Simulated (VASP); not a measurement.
The system is Rh.

```
Rh
1.0
     0.00000    1.89785    1.89785
     1.89785    0.00000    1.89785
     1.89785    1.89785    0.00000
Rh
1
Direct
  0.00000 0.00000 0.00000
```

Base run:

```yaml
Program: VASP 6.6.1
Functional: r2SCAN
Potentials_or_basis: VASP PAW PBE potentials, release 64 (Rh_pv)
Cutoff: 550 eV
k_mesh: 14 × 14 × 14
Occupations: methfessel-paxton, width 0.1 eV
Spin: no spin polarisation
```

Its results: band gap on the k mesh zero (an odd number of electrons rules out a gap without spin polarisation); pressure 2.1 GPa.

The run is repeated on the same cell with these changes: functional from r2SCAN to LDA; potentials or basis from VASP PAW PBE potentials, release 64 (Rh_pv) to VASP PAW LDA potentials, release 64 (Rh_pv); cutoff from 550 eV to 500 eV. What comes out?

Band gap on the k mesh zero (an odd number of electrons rules out a gap without spin polarisation); pressure -8.9 GPa.

Caveats: the PAW data sets were made with another functional, which shifts forces and pressure a little (at least some runs); the cell stands under tension (at least some runs).
